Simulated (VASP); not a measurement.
# AlN (P6_3mc) in VASP: single point with r2SCAN

Aim: the single point of AlN with r2SCAN.

Everything below comes from runs of VASP 6.6.1. Logs are shortened: lines on timing, memory, paths and dates and some standing lists are left out, and cuts for length are marked.

## 1. The cell of the first run

The structure is hexagonal, space group P6_3mc (No. 186). The conventional cell has a = 3.114 Å, b = 3.114 Å, c = 4.984 Å, α = 90.00°, β = 90.00°, γ = 120.00°. Al (site symmetry 3m) has 4 N at 1.89 to 1.90 Å within 2.5 Å. N (site symmetry 3m) has 4 Al at 1.89 to 1.90 Å within 2.5 Å.

## 2. Single point, r2SCAN

POSCAR

```
AlN
1.0
    9.3414480000      0.0000000000      0.0000000000
    0.0000000000     10.7865750000      0.0000000000
    0.0000000000      0.0000000000      9.9670570000
Al N
48 48
Direct
    0.1666670000      0.0833330000      0.2485000000
    0.1666670000      0.0833330000      0.7485000000
    0.0000000000      0.3333330000      0.2485000000
    0.0000000000      0.3333330000      0.7485000000
    0.5000000000      0.0833330000      0.2485000000
    0.5000000000      0.0833330000      0.7485000000
    0.3333330000      0.3333330000      0.2485000000
    0.3333330000      0.3333330000      0.7485000000
    0.1666670000      0.5833330000      0.2485000000
    0.1666670000      0.5833330000      0.7485000000
    0.0000000000      0.8333330000      0.2485000000
    0.0000000000      0.8333330000      0.7485000000
    0.8333330000      0.0833330000      0.2485000000
    0.8333330000      0.0833330000      0.7485000000
    0.6666670000      0.3333330000      0.2485000000
    0.6666670000      0.3333330000      0.7485000000
    0.5000000000      0.5833330000      0.2485000000
    0.5000000000      0.5833330000      0.7485000000
    0.3333330000      0.8333330000      0.2485000000
    0.3333330000      0.8333330000      0.7485000000
    0.8333330000      0.5833330000      0.2485000000
    0.8333330000      0.5833330000      0.7485000000
    0.6666670000      0.8333330000      0.2485000000
    0.6666670000      0.8333330000      0.7485000000
    0.0000000000      0.1666670000      0.4985000000
    0.0000000000      0.1666670000      0.9985000000
    0.3333330000      0.1666670000      0.4985000000
    0.3333330000      0.1666670000      0.9985000000
    0.1666670000      0.4166670000      0.4985000000
    0.1666670000      0.4166670000      0.9985000000
    0.0000000000      0.6666670000      0.4985000000
    0.0000000000      0.6666670000      0.9985000000
    0.6666670000      0.1666670000      0.4985000000
    0.6666670000      0.1666670000      0.9985000000
    0.5000000000      0.4166670000      0.4985000000
    0.5000000000      0.4166670000      0.9985000000
    0.3333330000      0.6666670000      0.4985000000
    0.3333330000      0.6666670000      0.9985000000
    0.1666670000      0.9166670000      0.4985000000
    0.1666670000      0.9166670000      0.9985000000
    0.8333330000      0.4166670000      0.4985000000
    0.8333330000      0.4166670000      0.9985000000
    0.6666670000      0.6666670000      0.4985000000
    0.6666670000      0.6666670000      0.9985000000
    0.5000000000      0.9166670000      0.4985000000
    0.5000000000      0.9166670000      0.9985000000
    0.8333330000      0.9166670000      0.4985000000
    0.8333330000      0.9166670000      0.9985000000
    0.0000000000      0.1666670000      0.1895000000
    0.0000000000      0.1666670000      0.6895000000
    0.3333330000      0.1666670000      0.1895000000
    0.3333330000      0.1666670000      0.6895000000
    0.1666670000      0.4166670000      0.1895000000
    0.1666670000      0.4166670000      0.6895000000
    0.0000000000      0.6666670000      0.1895000000
    0.0000000000      0.6666670000      0.6895000000
    0.6666670000      0.1666670000      0.1895000000
    0.6666670000      0.1666670000      0.6895000000
    0.5000000000      0.4166670000      0.1895000000
    0.5000000000      0.4166670000      0.6895000000
    0.3333330000      0.6666670000      0.1895000000
    0.3333330000      0.6666670000      0.6895000000
    0.1666670000      0.9166670000      0.1895000000
    0.1666670000      0.9166670000      0.6895000000
    0.8333330000      0.4166670000      0.1895000000
    0.8333330000      0.4166670000      0.6895000000
    0.6666670000      0.6666670000      0.1895000000
    0.6666670000      0.6666670000      0.6895000000
    0.5000000000      0.9166670000      0.1895000000
    0.5000000000      0.9166670000      0.6895000000
    0.8333330000      0.9166670000      0.1895000000
    0.8333330000      0.9166670000      0.6895000000
    0.1666670000      0.0833330000      0.4395000000
    0.1666670000      0.0833330000      0.9395000000
    0.0000000000      0.3333330000      0.4395000000
    0.0000000000      0.3333330000      0.9395000000
    0.5000000000      0.0833330000      0.4395000000
    0.5000000000      0.0833330000      0.9395000000
    0.3333330000      0.3333330000      0.4395000000
    0.3333330000      0.3333330000      0.9395000000
    0.1666670000      0.5833330000      0.4395000000
    0.1666670000      0.5833330000      0.9395000000
    0.0000000000      0.8333330000      0.4395000000
    0.0000000000      0.8333330000      0.9395000000
    0.8333330000      0.0833330000      0.4395000000
    0.8333330000      0.0833330000      0.9395000000
    0.6666670000      0.3333330000      0.4395000000
    0.6666670000      0.3333330000      0.9395000000
    0.5000000000      0.5833330000      0.4395000000
    0.5000000000      0.5833330000      0.9395000000
    0.3333330000      0.8333330000      0.4395000000
    0.3333330000      0.8333330000      0.9395000000
    0.8333330000      0.5833330000      0.4395000000
    0.8333330000      0.5833330000      0.9395000000
    0.6666670000      0.8333330000      0.4395000000
    0.6666670000      0.8333330000      0.9395000000
```

INCAR.step1

```
PREC = Accurate
ENCUT = 520
ISMEAR = -1
SIGMA = 0.05
LREAL = Auto
LASPH = T
NELM = 60
NBANDS = 246
GGA = PE
ALGO = Normal
EDIFF = 1E-4
LWAVE = T
LCHARG = F
```

INCAR.step2

```
PREC = Accurate
ENCUT = 520
EDIFF = 1E-6
ISMEAR = -1
SIGMA = 0.05
LREAL = Auto
LASPH = T
NELM = 60
ALGO = Normal
ISIF = 2
LWAVE = F
LCHARG = T
METAGGA = R2SCAN
LMIXTAU = T
LELF = T
LVHAR = T
NBANDS = 246
ISTART = 1
```

KPOINTS

```
Automatic mesh
0
Gamma
  1 1 1
```

Potentials or basis: VASP PAW PBE potentials, release 64 (Al, N).

Launch:

```sh
cat potpaw_PBE.64/Al/POTCAR potpaw_PBE.64/N/POTCAR > POTCAR
cp INCAR.step1 INCAR
mpirun -np 1 vasp_gam > vasp.out
cp INCAR.step2 INCAR
mpirun -np 1 vasp_gam > vasp.out
```

OUTCAR:

```text
PREC = Accurate
   ENCUT = 520
   EDIFF = 1E-6
   ISMEAR = -1
   LREAL = Auto
   LASPH = T
   NELM = 60
   ISIF = 2
   METAGGA = R2SCAN
   ISTART = 1

 ion  position               nearest neighbor table
   1  0.167  0.083  0.248-  63 1.89  51 1.89  49 1.89  73 1.90  39 3.07  40 3.07  27 3.07  28 3.07
                            25 3.07  26 3.07   7 3.11  19 3.11   5 3.11  11 3.11   3 3.11  13 3.11
   2  0.167  0.083  0.748-  64 1.89  52 1.89  50 1.89  74 1.90  39 3.07  40 3.07  27 3.07  28 3.07
                            25 3.07  26 3.07   8 3.11  20 3.11   6 3.11  12 3.11   4 3.11  14 3.11
   3  0.000  0.333  0.248-  49 1.89  53 1.89  65 1.89  75 1.90  25 3.07  26 3.07  29 3.07  30 3.07
                            41 3.07  42 3.07   7 3.11  15 3.11   1 3.11  21 3.11   9 3.11  13 3.11
   4  0.000  0.333  0.748-  50 1.89  54 1.89  66 1.89  76 1.90  25 3.07  26 3.07  29 3.07  30 3.07
                            41 3.07  42 3.07   8 3.11  16 3.11   2 3.11  22 3.11  10 3.11  14 3.11
   5  0.500  0.083  0.248-  69 1.89  57 1.89  51 1.89  77 1.90  45 3.07  46 3.07  33 3.07  34 3.07
                            27 3.07  28 3.07   1 3.11  13 3.11  19 3.11  23 3.11   7 3.11  15 3.11
   6  0.500  0.083  0.748-  70 1.89  58 1.89  52 1.89  78 1.90  45 3.07  46 3.07  33 3.07  34 3.07
                            27 3.07  28 3.07   2 3.11  14 3.11  20 3.11  24 3.11   8 3.11  16 3.11
   7  0.333  0.333  0.248-  51 1.89  53 1.89  59 1.89  79 1.90  27 3.07  28 3.07  29 3.07  30 3.07
                            35 3.07  36 3.07   1 3.11   9 3.11   3 3.11   5 3.11  17 3.11  15 3.11
   8  0.333  0.333  0.748-  52 1.89  54 1.89  60 1.89  80 1.90  27 3.07  28 3.07  29 3.07  30 3.07
                            35 3.07  36 3.07   2 3.11  10 3.11   4 3.11   6 3.11  18 3.11  16 3.11
   9  0.167  0.583  0.248-  53 1.89  61 1.89  55 1.89  81 1.90  29 3.07  30 3.07  37 3.07  38 3.07
[... 125 lines left out ...]
  95  0.667  0.833  0.440-  43 1.89  47 1.89  45 1.89  23 1.90
  96  0.667  0.833  0.940-  44 1.89  48 1.89  46 1.89  24 1.90

  LATTYP: Found a simple orthorhombic cell.
 ALAT       =     9.3414480000
 B/A-ratio  =     1.0669713089
 C/A-ratio  =     1.1547005346

  Lattice vectors:

 A1 = (  -9.3414480000,   0.0000000000,   0.0000000000)
 A2 = (   0.0000000000,   0.0000000000,   9.9670570000)
 A3 = (   0.0000000000,  10.7865750000,   0.0000000000)

Analysis of symmetry for initial positions (statically):
=====================================================================
 Subroutine PRICEL returns following result:

  LATTYP: Found a hexagonal cell.
 ALAT       =     3.1138222276
 C/A-ratio  =     1.6004537625

  Lattice vectors:

 A1 = (  -3.1138222276,   0.0000000000,   0.0000000000)
 A2 = (   1.5569111138,  -2.6966437500,   0.0000000000)
 A3 = (   0.0000000000,   0.0000000000,   4.9835285000)

  24 primitive cells build up your supercell.

 Routine SETGRP: Setting up the symmetry group for a
 simple orthorhombic supercell.

 Subroutine GETGRP returns: Found  4 space group operations
 (whereof  2 operations were pure point group operations)
 out of a pool of  8 trial point group operations.

The static configuration has the point symmetry C_1h.
 The point group associated with its full space group is C_2v.

Analysis of symmetry for dynamics (positions and initial velocities):
=====================================================================
 Subroutine PRICEL returns following result:

  LATTYP: Found a hexagonal cell.
 ALAT       =     3.1138222276
 C/A-ratio  =     1.6004537625

  Lattice vectors:

[... 81 lines left out ...]
   ions per type =              48  48
   NGX,Y,Z   is equivalent  to a cutoff of  12.46, 12.33, 13.34 a.u.
   NGXF,Y,Z  is equivalent  to a cutoff of  24.92, 24.66, 26.69 a.u.
 SYSTEM =  unknown system
   PREC   = accura    normal or accurate (medium, high low for compatibility)
   ISTART =      1    job   : 0-new  1-cont  2-samecut
   ICHARG =      0    charge: 1-file 2-atom 10-const
   ISPIN  =      1    spin polarized calculation?
   LNONCOLLINEAR =      F non collinear calculations
   LSORBIT =      F    spin-orbit coupling
   LASPH  =      T    aspherical Exc in radial PAW
   ENCUT  =  520.0 eV  38.22 Ry    6.18 a.u.  17.37 20.06 18.53*2*pi/ulx,y,z
   NELM   =     60;   NELMIN=  2; NELMDL=  0     # of ELM steps
   EDIFF  = 0.1E-05   stopping-criterion for ELM
   LREAL  =      T    real-space projection
   EDIFFG = 0.1E-04   stopping-criterion for IOM
   NSW    =      0    number of steps for IOM
   IBRION =     -1    ionic relax: 0-MD 1-quasi-New 2-CG
   NFREE  =      0    steps in history (QN), initial steepest desc. (CG)
   ISIF   =      2    stress and relaxation
   ISYM   =      2    0-nonsym 1-usesym 2-fastsym
   POTIM  = 0.5000    time-step for ionic-motion
   TEBEG  =    0.0;   TEEND  =   0.0 temperature during run
   PSTRESS=    0.0 pullay stress
   NELECT =     384.0000    total number of electrons
   NUPDOWN=      -1.0000    fix difference up-down
   EMIN   =  10.00;   EMAX   =-10.00  energy-range for DOS
   EFERMI =   0.00;   METHOD = LEGACY
   ISMEAR =    -1;   SIGMA  =   0.05  broadening in eV -4-tet -1-fermi 0-gaus
   EFERMI_NEDOS =   21; number of points for ismear=-14 and -15
   IALGO  =     38    algorithm
   IMIX   =      4    mixing-type and parameters
     AMIX     =   0.40;   BMIX     =  1.00
     AMIX_MAG =   1.60;   BMIX_MAG =  1.00
  volume/ion in A,a.u.               =      10.46        70.60
  Fermi-wavevector in a.u.,A,eV,Ry     =   1.188220  2.245411 19.209626  1.411868
  Thomas-Fermi vector in A             =   2.324355
   LORBIT       =      0    0 simple, 1 ext, 2 COOP (PROOUT), +10 PAW based schemes
   METAGGA = R2SCAN    functional components
   LHFCALC =     F    Hartree Fock is set to
   AEXX    =    0.0000 exact exchange contribution
   IVDW    =     0    specifies the selected vdW correction
   LEPSILON=     F    determine dielectric tensor
   LRPA    =     F    only Hartree local field effects (RPA)
 non-spin polarized calculation
  energy-cutoff  :      520.00
  volume of cell :     1004.30
 maximum number of plane-waves:     13542
 NGX is ok and might be reduce to    70
   NGX = 35   NGY = 41   NGZ = 37

 number of electron     383.9999991 magnetization

 Free energy of the ion-electron system (eV)
  ---------------------------------------------------
  ext. energy  EPLUGINS =         0.00000000
  ---------------------------------------------------
  free energy    TOTEN  =      -921.49208169 eV

  energy without entropy =     -921.49208169  energy(sigma->0) =     -921.49208169

 E-fermi :   7.1604     XC(G=0): -11.3868

 val. band max:        5.8939260321   @ k =   0.0000   0.0000   0.0000
 cond. band min:      10.7453269079   @ k =   0.0000   0.0000   0.0000
 fundamental gap:      4.8514008758
 Fermi energy:         7.1603653867

 k-point     1 :       0.0000    0.0000    0.0000
  band No.  band energies     occupation
      1     -10.0677      2.00000
      2      -9.3218      2.00000
      3      -9.3218      2.00000
      4      -9.1812      2.00000
      5      -9.1812      2.00000
      6      -9.0993      2.00000
[... 196 lines left out ...]
    203      12.4381      0.00000
    204      12.4381      0.00000
 [bands above 204 left out]

------------------------ aborting loop because EDIFF is reached ----------------------------------------

  FORCE on cell =-STRESS in cart. coord.  units (eV):
  Direction    XX          YY          ZZ          XY          YZ          ZX
  --------------------------------------------------------------------------------------
  -------------------------------------------------------------------------------------
  Total       -5.3418813    -13.6359349    -11.0928620      0.0000000      0.0000000      0.0000000
  in kB       -8.5219720    -21.7535826    -17.6965857      0.0000000      0.0000000      0.0000000
  external PRESSURE =     -15.9907134 kB  Pullay stress =       0.0000000 kB

 VOLUME and BASIS-vectors are now :
 -----------------------------------------------------------------------------
  energy-cutoff  :      520.00
  volume of cell :     1004.30
      direct lattice vectors                 reciprocal lattice vectors
     9.341448000  0.000000000  0.000000000     0.107049785  0.000000000  0.000000000
     0.000000000 10.786575000  0.000000000     0.000000000  0.092707834  0.000000000
     0.000000000  0.000000000  9.967057000     0.000000000  0.000000000  0.100330519

 POSITION                                       TOTAL-FORCE (eV/Angst)
 -----------------------------------------------------------------------------------
      1.55691      0.89888      2.47681         0.000000      0.031292     -0.013163
      1.55691      0.89888      7.46034         0.000000      0.031292     -0.013163
      0.00000      3.59552      2.47681         0.000000      0.031292     -0.013163
      0.00000      3.59552      7.46034         0.000000      0.031292     -0.013163
      4.67072      0.89888      2.47681         0.000000      0.031292     -0.013163
      4.67072      0.89888      7.46034         0.000000      0.031292     -0.013163
[... 88 lines left out ...]
      6.22764      8.98881      4.38052         0.000000      0.045507      0.013163
      6.22764      8.98881      9.36405         0.000000      0.045507      0.013163
 -----------------------------------------------------------------------------------
    total drift:                                0.000000      0.000000     -0.499652

  FREE ENERGIE OF THE ION-ELECTRON SYSTEM (eV)
  ---------------------------------------------------
  free  energy   TOTEN  =      -921.4920816930 eV

  energy  without entropy=     -921.4920816930  energy(sigma->0) =     -921.49208169
```

Wall time 32 min (1 thread of AMD EPYC 7R43 (Zen 3), shared host); peak memory 0.96 GiB.

Results:

- Free energy: -921.4921 eV
- Pressure: -1.6 GPa
- Largest force: 0.047 eV/Å
- Band gap on the k mesh: 4.85 eV

Forces in eV/Å, atoms in the order of the input:
```
Al   0.000  0.031 -0.013
Al   0.000  0.031 -0.013
Al   0.000  0.031 -0.013
Al   0.000  0.031 -0.013
Al   0.000  0.031 -0.013
Al   0.000  0.031 -0.013
Al   0.000  0.031 -0.013
Al   0.000  0.031 -0.013
Al   0.000  0.031 -0.013
Al   0.000  0.031 -0.013
Al   0.000  0.031 -0.013
Al   0.000  0.031 -0.013
Al   0.000  0.031 -0.013
Al   0.000  0.031 -0.013
Al   0.000  0.031 -0.013
Al   0.000  0.031 -0.013
Al   0.000  0.031 -0.013
Al   0.000  0.031 -0.013
Al   0.000  0.031 -0.013
Al   0.000  0.031 -0.013
Al   0.000  0.031 -0.013
Al   0.000  0.031 -0.013
Al   0.000  0.031 -0.013
Al   0.000  0.031 -0.013
Al   0.000 -0.031 -0.013
Al   0.000 -0.031 -0.013
Al   0.000 -0.031 -0.013
Al   0.000 -0.031 -0.013
Al   0.000 -0.031 -0.013
Al   0.000 -0.031 -0.013
Al   0.000 -0.031 -0.013
Al   0.000 -0.031 -0.013
Al   0.000 -0.031 -0.013
Al   0.000 -0.031 -0.013
Al   0.000 -0.031 -0.013
Al   0.000 -0.031 -0.013
Al   0.000 -0.031 -0.013
Al   0.000 -0.031 -0.013
Al   0.000 -0.031 -0.013
Al   0.000 -0.031 -0.013
Al   0.000 -0.031 -0.013
Al   0.000 -0.031 -0.013
Al   0.000 -0.031 -0.013
Al   0.000 -0.031 -0.013
Al   0.000 -0.031 -0.013
Al   0.000 -0.031 -0.013
Al   0.000 -0.031 -0.013
Al   0.000 -0.031 -0.013
N    0.000 -0.046  0.013
N    0.000 -0.046  0.013
N    0.000 -0.046  0.013
N    0.000 -0.046  0.013
N    0.000 -0.046  0.013
N    0.000 -0.046  0.013
N    0.000 -0.046  0.013
N    0.000 -0.046  0.013
N    0.000 -0.046  0.013
N    0.000 -0.046  0.013
N    0.000 -0.046  0.013
N    0.000 -0.046  0.013
N    0.000 -0.046  0.013
N    0.000 -0.046  0.013
N    0.000 -0.046  0.013
N    0.000 -0.046  0.013
N    0.000 -0.046  0.013
N    0.000 -0.046  0.013
N    0.000 -0.046  0.013
N    0.000 -0.046  0.013
N    0.000 -0.046  0.013
N    0.000 -0.046  0.013
N    0.000 -0.046  0.013
N    0.000 -0.046  0.013
N    0.000  0.046  0.013
N    0.000  0.046  0.013
N    0.000  0.046  0.013
N    0.000  0.046  0.013
N    0.000  0.046  0.013
N    0.000  0.046  0.013
N    0.000  0.046  0.013
N    0.000  0.046  0.013
N    0.000  0.046  0.013
N    0.000  0.046  0.013
N    0.000  0.046  0.013
N    0.000  0.046  0.013
N    0.000  0.046  0.013
N    0.000  0.046  0.013
N    0.000  0.046  0.013
N    0.000  0.046  0.013
N    0.000  0.046  0.013
N    0.000  0.046  0.013
N    0.000  0.046  0.013
N    0.000  0.046  0.013
N    0.000  0.046  0.013
N    0.000  0.046  0.013
N    0.000  0.046  0.013
N    0.000  0.046  0.013
```

Stress tensor (GPa, compression positive):
```
-0.85  0.00  0.00
 0.00 -2.18  0.00
 0.00  0.00 -1.77
```

Levels at points of the mesh, in eV from the valence-band top:
| k point | band 189 | band 190 | band 191 | band 192 | band 193 | band 194 | band 195 | band 196 |
| --- | --- | --- | --- | --- | --- | --- | --- | --- |
| (0.00, 0.00, 0.00) | -0.44 | -0.24 | -0.24 | 0.00 | 4.85 | 5.66 | 5.66 | 5.96 |

Caveat: the k points lie up to 0.67 Å⁻¹ apart; the PAW data sets were made with another functional, which shifts forces and pressure a little; an odd mesh through Γ misses points on the zone boundary, where band edges can lie.
